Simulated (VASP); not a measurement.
The system is Zr.

```
CELL_PARAMETERS angstrom
3.26400 0.00000 0.00000
-1.63200 2.82671 0.00000
0.00000 0.00000 5.19796
ATOMIC_POSITIONS crystal
Zr 0.66667 0.33333 0.75000
Zr 0.33333 0.66667 0.25000
```

| Property | Result |
| --- | --- |
| Program | VASP 6.6.1 |
| Task | relaxation of cell and atoms |
| Functional | PBE |
| Dispersion | D4 |
| Potentials or basis | VASP PAW PBE potentials, release 64 (Zr_sv) |
| Cutoff | 650 eV |
| k mesh | 13 × 13 × 7 |
| Occupations | fermi-dirac, width 0.02 eV |
| Spin | no spin polarisation |

At the start: pressure -3.5 GPa; volume 23.98 Å³/atom.

Q: Where does the relaxation end?

A: Over 12 steps the energy falls by 10.6 meV/atom and the volume is 23.06 Å³/atom (-3.8 %); space group P6_3/mmc (No. 194, to 0.1 Å) before and after.

Step by step:
| step | energy change (eV) | largest force (eV/Å) | pressure (GPa) | volume (Å³) |
| --- | --- | --- | --- | --- |
| 1 | 0.0000 | 0.0000 | -3.47 | 47.96 |
| 2 | -0.0018 | 0.0000 | 3.75 | 44.44 |
| 3 | -0.0207 | 0.0000 | 0.02 | 46.13 |
| 4 | -0.0207 | 0.0000 | 0.09 | 46.09 |
| 5 | -0.0213 | 0.0000 | 0.07 | 46.09 |
| 6 | -0.0214 | 0.0000 | 0.06 | 46.08 |
| 7 | -0.0214 | 0.0000 | 0.06 | 46.08 |
| 8 | -0.0214 | 0.0000 | 0.06 | 46.08 |
| 9 | -0.0214 | 0.0000 | -0.07 | 46.15 |
| 10 | -0.0214 | 0.0000 | 0.00 | 46.11 |
| 11 | -0.0212 | 0.0000 | 0.00 | 46.11 |
| 12 | -0.0212 | 0.0000 | 0.00 | 46.11 |

Final structure:
```cif
data_structure
_symmetry_space_group_name_H-M 'P 1'
_symmetry_Int_Tables_number 1
_cell_length_a 3.2092
_cell_length_b 3.2092
_cell_length_c 5.1703
_cell_angle_alpha 90.000
_cell_angle_beta 90.000
_cell_angle_gamma 120.000
_cell_volume 46.11
loop_
_atom_site_label
_atom_site_type_symbol
_atom_site_fract_x
_atom_site_fract_y
_atom_site_fract_z
_atom_site_occupancy
Zr1 Zr 0.66667 0.33333 0.75000 1
Zr2 Zr 0.33333 0.66667 0.25000 1
```

Where two steps share one volume, the run began anew on that cell with a basis built for it.
